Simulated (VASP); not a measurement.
The system is Ca2SeO.

```
O Ca Se
1.0
     3.88286    0.00000    0.00000
     0.00000    3.88286    0.00000
     0.00000    0.00000    5.49445
O Ca Se
1 2 1
Direct
  0.00000 0.00000 0.00000
  0.00000 0.00000 0.50000
  0.50000 0.50000 0.00000
  0.50000 0.50000 0.50000
```

Base run:

```yaml
Program: VASP 6.6.1
Functional: PBEsol
Potentials_or_basis: VASP PAW PBE potentials, release 64 (O, Ca_sv, Se)
Cutoff: 520 eV
k_mesh: 4 × 4 × 4
Occupations: gaussian, width 0.01 eV
Spin: no spin polarisation
```

Its results: band gap on the k mesh 1.98 eV; pressure -1.4 GPa.

Problem. The run is repeated on the same cell with these changes: functional from PBEsol to HSE06; k mesh from 4 × 4 × 4 to 4 × 4 × 2. What comes out?

Solution. Band gap on the k mesh 3.23 eV; pressure 0.6 GPa.

Several settings changed at once.

Caveats: some runs use coarse meshes; the PAW data sets were made with another functional, which shifts forces and pressure a little.

A k mesh can miss the band edges.
